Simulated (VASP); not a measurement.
# Si (P6_3/mmc) in VASP: single point with HSE06

Aim: the single point of Si with HSE06.

Everything below comes from runs of VASP 6.6.1. Logs are shortened: lines on timing, memory, paths and dates and some standing lists are left out, and cuts for length are marked.

**1. The cell of the first run**

It takes space group P6_3/mmc (No. 194, hexagonal). The conventional cell has a = 3.928 Å, b = 3.928 Å, c = 6.298 Å, α = 90.00°, β = 90.00°, γ = 120.00°. Si (site symmetry 3m) has 4 Si at 2.38 to 2.40 Å within 3.1 Å.

This isn't the form of Si at room conditions, which is diamond.

**2. Single point, HSE06 (epitaxial xy strain +2.5%)**

Input file POSCAR:

```
Si
1.0
    3.9279328026      0.0000000000      0.0000000000
   -1.9639664013      3.4016895914      0.0000000000
    0.0000000000      0.0000000000      6.2979579799
Si
4
Direct
    0.3333333333      0.6666666667     -0.0013027245
    0.6666666667      0.3333333333      0.4986972755
    0.3333333333      0.6666666667      0.3763027245
    0.6666666667      0.3333333333      0.8763027245
```

Input file INCAR.step1:

```
PREC     = Accurate       # precision mode
ENCUT    = 520            # plane-wave cutoff, eV
EDIFF    = 1E-5           # SCF threshold, eV
ISMEAR   = 0              # smearing method
SIGMA    = 0.01           # smearing width, eV
LREAL    = False          # projectors in reciprocal space
LASPH    = True           # aspherical terms in the spheres
NELM     = 60             # most SCF steps
ALGO     = Normal         # electronic algorithm
ISIF     = 2              # what is computed and relaxed
LWAVE    = True           # write WAVECAR
LCHARG   = False          # write CHGCAR
NBANDS   = 16             # bands
GGA      = PE             # functional
```

Input file INCAR.step2:

```
PREC     = Accurate       # precision mode
ENCUT    = 520            # plane-wave cutoff, eV
EDIFF    = 1E-6           # SCF threshold, eV
ISMEAR   = 0              # smearing method
SIGMA    = 0.01           # smearing width, eV
LREAL    = False          # projectors in reciprocal space
LASPH    = True           # aspherical terms in the spheres
NELM     = 60             # most SCF steps
ALGO     = Normal         # electronic algorithm
ISIF     = 2              # what is computed and relaxed
LWAVE    = False          # write WAVECAR
LCHARG   = False          # write CHGCAR
GGA      = PE             # functional
LHFCALC  = True           # exact exchange
HFSCREEN = 0.2079         # screening, 1/A
PRECFOCK = Normal       
NBANDS   = 16             # bands
ISTART   = 1
```

Input file KPOINTS:

```
Automatic mesh
0
Gamma
  6 6 4
```

Potentials or basis: VASP PAW PBE potentials, release 64 (Si).

On the command line:

```bash
$ cat potpaw_PBE.64/Si/POTCAR > POTCAR
$ cp INCAR.step1 INCAR
$ mpirun -np 1 vasp_std > vasp.out
$ cp INCAR.step2 INCAR
$ mpirun -np 1 vasp_std > vasp.out
```

OUTCAR:

```text
PREC = Accurate
   ENCUT = 520
   EDIFF = 1E-6
   ISMEAR = 0
   LREAL = False
   LASPH = True
   NELM = 60
   ISIF = 2
   GGA = PE
   LHFCALC = True
   HFSCREEN = 0.2079
   PRECFOCK = Normal
   ISTART = 1

 ion  position               nearest neighbor table
   1  0.333  0.667  0.999-   3 2.38   4 2.40   4 2.40   4 2.40
   2  0.667  0.333  0.499-   4 2.38   3 2.40   3 2.40   3 2.40
   3  0.333  0.667  0.376-   1 2.38   2 2.40   2 2.40   2 2.40
   4  0.667  0.333  0.876-   2 2.38   1 2.40   1 2.40   1 2.40

  LATTYP: Found a hexagonal cell.
 ALAT       =     3.9279328026
 C/A-ratio  =     1.6033772206

  Lattice vectors:

 A1 = (   3.9279328026,   0.0000000000,   0.0000000000)
 A2 = (  -1.9639664013,   3.4016895914,   0.0000000000)
 A3 = (   0.0000000000,   0.0000000000,   6.2979579799)

Analysis of symmetry for initial positions (statically):
=====================================================================
 Subroutine PRICEL returns:
 Original cell was already a primitive cell.

 Routine SETGRP: Setting up the symmetry group for a
 hexagonal supercell.

 Subroutine GETGRP returns: Found 24 space group operations
 (whereof  6 operations were pure point group operations)
 out of a pool of 24 trial point group operations.

The static configuration has the point symmetry C_3v.
 The point group associated with its full space group is D_6h.

Analysis of symmetry for dynamics (positions and initial velocities):
=====================================================================
 Subroutine PRICEL returns:
 Original cell was already a primitive cell.

 Routine SETGRP: Setting up the symmetry group for a
 hexagonal supercell.

 Subroutine GETGRP returns: Found 24 space group operations
 (whereof  6 operations were pure point group operations)
 out of a pool of 24 trial point group operations.

The dynamic configuration has the point symmetry C_3v.
 The point group associated with its full space group is D_6h.

 Subroutine INISYM returns: Found 24 space group operations
 (whereof  6 operations are pure point group operations),
 and found     1 'primitive' translations

----------------------------------------------------------------------------------------

                                     Primitive cell

  volume of cell :      84.1508

  direct lattice vectors                    reciprocal lattice vectors
     3.927932803  0.000000000  0.000000000     0.254586840  0.146985781  0.000000000
    -1.963966401  3.401689591  0.000000000     0.000000000  0.293971561  0.000000000
     0.000000000  0.000000000  6.297957980     0.000000000  0.000000000  0.158781625

  length of vectors
     3.927932803  3.927932803  6.297957980     0.293971561  0.293971561  0.158781625

  position of ions in fractional coordinates (direct lattice)
     0.333333333  0.666666667  0.998697275
     0.666666667  0.333333333  0.498697275
     0.333333333  0.666666667  0.376302725
     0.666666667  0.333333333  0.876302725

  ion indices of the primitive-cell ions
   primitive index   ion index
                 1           1
                 2           2
                 3           3
                 4           4

----------------------------------------------------------------------------------------

 KPOINTS: Automatic mesh

Automatic generation of k-mesh.
 Grid dimensions read from file:
 generate k-points for:    6    6    4

 Generating k-lattice:

  Cartesian coordinates                     Fractional coordinates (reciprocal lattice)
     0.042431140  0.024497630  0.000000000     0.166666667  0.000000000  0.000000000
     0.000000000  0.048995260  0.000000000     0.000000000  0.166666667  0.000000000
     0.000000000  0.000000000  0.039695406     0.000000000  0.000000000  0.250000000

  Length of vectors
     0.048995260  0.048995260  0.039695406

  Shift w.r.t. Gamma in fractional coordinates (k-lattice)
     0.000000000  0.000000000  0.000000000

 Subroutine IBZKPT returns following result:
 ===========================================

 Found     21 irreducible k-points:

 Following reciprocal coordinates:
            Coordinates               Weight
  0.000000  0.000000  0.000000      1.000000
  0.166667  0.000000  0.000000      6.000000
  0.333333  0.000000  0.000000      6.000000
  0.500000 -0.000000  0.000000      3.000000
  0.166667  0.166667  0.000000      6.000000
  0.333333  0.166667  0.000000     12.000000
[... 13 lines left out ...]
  0.333333  0.166667  0.500000     12.000000
  0.333333  0.333333  0.500000      2.000000
   k-points           NKPTS =     21   k-points in BZ     NKDIM =    144   number of bands    NBANDS=     16
   number of dos      NEDOS =    301   number of ions     NIONS =      4
   total plane-waves  NPLWV =  43200
   dimension x,y,z NGX =    30 NGY =   30 NGZ =   48
   dimension x,y,z NGXF=    60 NGYF=   60 NGZF=   96
   ions per type =               4
   NGX,Y,Z   is equivalent  to a cutoff of  12.70, 12.70, 12.67 a.u.
   NGXF,Y,Z  is equivalent  to a cutoff of  25.39, 25.39, 25.34 a.u.
 SYSTEM =  unknown system
   PREC   = accura    normal or accurate (medium, high low for compatibility)
   ISTART =      1    job   : 0-new  1-cont  2-samecut
   ICHARG =      0    charge: 1-file 2-atom 10-const
   ISPIN  =      1    spin polarized calculation?
   LNONCOLLINEAR =      F non collinear calculations
   LSORBIT =      F    spin-orbit coupling
   LASPH  =      T    aspherical Exc in radial PAW
   ENCUT  =  520.0 eV  38.22 Ry    6.18 a.u.   7.30  7.30 11.71*2*pi/ulx,y,z
   NELM   =     60;   NELMIN=  2; NELMDL=  0     # of ELM steps
   EDIFF  = 0.1E-05   stopping-criterion for ELM
   LREAL  =      F    real-space projection
   EDIFFG = 0.1E-04   stopping-criterion for IOM
   NSW    =      0    number of steps for IOM
   IBRION =     -1    ionic relax: 0-MD 1-quasi-New 2-CG
   NFREE  =      0    steps in history (QN), initial steepest desc. (CG)
   ISIF   =      2    stress and relaxation
   ISYM   =      3    0-nonsym 1-usesym 2-fastsym
   POTIM  = 0.5000    time-step for ionic-motion
   TEBEG  =    0.0;   TEEND  =   0.0 temperature during run
   PSTRESS=    0.0 pullay stress
   NELECT =      16.0000    total number of electrons
   NUPDOWN=      -1.0000    fix difference up-down
   EMIN   =  10.00;   EMAX   =-10.00  energy-range for DOS
   EFERMI =   0.00;   METHOD = LEGACY
   ISMEAR =     0;   SIGMA  =   0.01  broadening in eV -4-tet -1-fermi 0-gaus
   EFERMI_NEDOS =   21; number of points for ismear=-14 and -15
   IALGO  =     38    algorithm
   IMIX   =      1    mixing-type and parameters
     AMIX     =   0.40;   BMIX     =  1.00
     AMIX_MAG =   1.60;   BMIX_MAG =  1.00
  volume/ion in A,a.u.               =      21.04       141.97
  Fermi-wavevector in a.u.,A,eV,Ry     =   0.941374  1.778938 12.057268  0.886184
  Thomas-Fermi vector in A             =   2.068878
   LORBIT       =      0    0 simple, 1 ext, 2 COOP (PROOUT), +10 PAW based schemes
   GGA     = PE    functional components
   LHFCALC =     T    Hartree Fock is set to
   PRECFOCK=normal    Normal, Fast or Accurate (Low or Medium for compatibility)
   ENCUT4O =  -1.0   cutoff for four orbital integrals eV
   NKREDX  =     1    reduce k-point grid by
   NKREDY  =     1    reduce k-point grid by
   NKREDZ  =     1    reduce k-point grid by
   AEXX    =    0.2500 exact exchange contribution
   HFSCREEN=    0.2079 screening length (either q_TF or 0.3 A-1)
   HFSCREENC=   0.2079 screening length for correlation (either q_TF or 0.3 A-1)
   ENCUTFOCK=  -1.0 apply spherical cutoff to Coloumb kernel
   IVDW    =     0    specifies the selected vdW correction
   LEPSILON=     F    determine dielectric tensor
   LRPA    =     F    only Hartree local field effects (RPA)
 non-spin polarized calculation
 Gauss-broadening in eV      SIGMA  =   0.01
  energy-cutoff  :      520.00
  volume of cell :       84.15
 maximum number of plane-waves:      2297
 NGX is ok and might be reduce to    30
  NGX = 24; NGY = 24; NGZ = 36

 number of electron      15.9999999 magnetization

 Free energy of the ion-electron system (eV)
  ---------------------------------------------------
  ext. energy  EPLUGINS =         0.00000000
  ---------------------------------------------------
  free energy    TOTEN  =       -24.95541867 eV

  energy without entropy =      -24.95541867  energy(sigma->0) =      -24.95541867

 E-fermi :   5.2805     XC(G=0):  -7.6897

 val. band max:        5.1976749120   @ k =   0.0000   0.0000   0.0000
 cond. band min:       6.1542554162   @ k =   0.5000  -0.0000   0.0000
 fundamental gap:      0.9565805042
 Fermi energy:         5.2805436850

 k-point     1 :       0.0000    0.0000    0.0000
  band No.  band energies     occupation
      1      -7.9581      2.00000
      2      -5.3581      2.00000
      3      -2.4570      2.00000
      4       3.4700      2.00000
      5       3.4700      2.00000
      6       5.0559      2.00000
[... 8 lines left out ...]
     15      10.2242      0.00000
     16      11.9701      0.00000

 k-point     2 :       0.1667    0.0000    0.0000
  band No.  band energies     occupation
      1      -7.6233      2.00000
      2      -5.0118      2.00000
      3      -2.3490      2.00000
      4       1.5779      2.00000
      5       2.9359      2.00000
      6       3.2512      2.00000
[... 8 lines left out ...]
     15      11.3564      0.00000
     16      11.4518      0.00000

 k-point     3 :       0.3333    0.0000    0.0000
  band No.  band energies     occupation
      1      -6.6697      2.00000
      2      -4.0158      2.00000
      3      -2.8155      2.00000
      4       0.1248      2.00000
      5       0.5402      2.00000
      6       2.1961      2.00000
[... 8 lines left out ...]
     15      13.0246      0.00000
     16      13.0643      0.00000
[... 305 lines left out ...]
 k-point    20 :       0.3333    0.1667    0.5000
  band No.  band energies     occupation
      1      -5.0170      2.00000
      2      -5.0170      2.00000
      3      -2.2038      2.00000
      4      -2.2038      2.00000
      5       1.5067      2.00000
      6       1.5067      2.00000
[... 8 lines left out ...]
     15      12.6889      0.00000
     16      12.6889      0.00000

 k-point    21 :       0.3333    0.3333    0.5000
  band No.  band energies     occupation
      1      -4.3529      2.00000
      2      -4.3529      2.00000
      3      -2.8072      2.00000
      4      -2.8072      2.00000
      5       0.6232      2.00000
      6       0.6232      2.00000
[... 8 lines left out ...]
     15      12.2739      0.00000
     16      12.2739      0.00000

------------------------ aborting loop because EDIFF is reached ----------------------------------------

  FORCE on cell =-STRESS in cart. coord.  units (eV):
  Direction    XX          YY          ZZ          XY          YZ          ZX
  --------------------------------------------------------------------------------------
  -------------------------------------------------------------------------------------
  Total       -3.1093586     -3.1093586     -0.4397436      0.0000000     -0.0000000      0.0000000
  in kB      -59.2001636    -59.2001636     -8.3724309      0.0000000     -0.0000000      0.0000000
  external PRESSURE =     -42.2575860 kB  Pullay stress =       0.0000000 kB

 VOLUME and BASIS-vectors are now :
 -----------------------------------------------------------------------------
  energy-cutoff  :      520.00
  volume of cell :       84.15
      direct lattice vectors                 reciprocal lattice vectors
     3.927932803  0.000000000  0.000000000     0.254586840  0.146985781  0.000000000
    -1.963966401  3.401689591  0.000000000     0.000000000  0.293971561  0.000000000
     0.000000000  0.000000000  6.297957980     0.000000000  0.000000000  0.158781625

 POSITION                                       TOTAL-FORCE (eV/Angst)
 -----------------------------------------------------------------------------------
     -0.00000      2.26779      6.28975         0.000000     -0.000000     -0.019603
      1.96397      1.13390      3.14077        -0.000000      0.000000     -0.019603
     -0.00000      2.26779      2.36994         0.000000     -0.000000      0.019603
      1.96397      1.13390      5.51892        -0.000000     -0.000000      0.019603
 -----------------------------------------------------------------------------------
    total drift:                                0.000000      0.000000      0.000000

  FREE ENERGIE OF THE ION-ELECTRON SYSTEM (eV)
  ---------------------------------------------------
  free  energy   TOTEN  =       -24.9554186737 eV

  energy  without entropy=      -24.9554186737  energy(sigma->0) =      -24.95541867
```

It took 90 min on 1 thread of Oxide Virtual Turin-like, shared host; peak memory 0.29 GiB.

What came out:

```yaml
Free_energy: -24.9554 eV
Pressure: -4.2 GPa
Largest_force: 0.020 eV/Å
Band_gap_on_the_k_mesh: 0.96 eV (least direct gap 1.23 eV)
```

Forces on the atoms (eV/Å):
```
Si   0.000  0.000 -0.020
Si   0.000  0.000 -0.020
Si   0.000  0.000  0.020
Si   0.000  0.000  0.020
```

Caveat: the cell differs from its parent crystal (epitaxial xy strain +2.5%); the stress differs along the axes, from -6 to -1 GPa; the PAW data sets were made with another functional, which shifts forces and pressure a little.
